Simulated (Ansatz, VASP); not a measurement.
# One calculation of Mg3Cd2S5, two programs

```
CELL_PARAMETERS angstrom
-1.97239 1.97239 13.94693
1.97239 -1.97239 13.94693
1.97239 1.97239 -13.94693
ATOMIC_POSITIONS crystal
Mg 0.50000 0.50000 0.00000
Mg 0.70000 0.70000 0.00000
Mg 0.30000 0.30000 0.00000
Cd 0.90000 0.90000 0.00000
Cd 0.10000 0.10000 0.00000
S 0.00000 0.00000 0.00000
S 0.60000 0.60000 0.00000
S 0.20000 0.20000 0.00000
S 0.80000 0.80000 0.00000
S 0.40000 0.40000 0.00000
```

Alike in both runs: task single point; functional PBE; k mesh 6 × 6 × 6; occupations gaussian, width 0.1 eV; no spin polarisation.

```csv
,VASP,Ansatz
version,VASP 6.6.1,Ansatz 0.2.0
potentials or method,"VASP PAW PBE potentials, release 64 (Mg, Cd, S), cutoff 520 eV","scalar-relativistic, plane waves, PAW"
valence electrons in the cell,60,100
```

Ansatz gave:

| Property | Result |
| --- | --- |
| gap on the k mesh at the Fermi level (eV) | 0.85 |
| least direct gap on the mesh (eV) | 1.33 |
| pressure (GPa) | -6.9 |
| traceless stress, the component that is largest in VASP (GPa) | 0.05 |
| rms of the force components (eV/Å) | 0.075 |

Estimate VASP's values.

gap on the k mesh at the Fermi level (eV): 0.84; least direct gap on the mesh (eV): 1.32; pressure (GPa): -6.9; traceless stress, the component that is largest in VASP (GPa): 0.05; rms of the force components (eV/Å): 0.080.

Atom by atom the forces differ by 0.006 eV/Å (rms over components). With one functional, cell and mesh, what is left measures potentials, basis and numerics. VASP's potentials hold 60 valence electrons a cell and Ansatz's 100, so a difference there can come from the potentials and not from the codes.
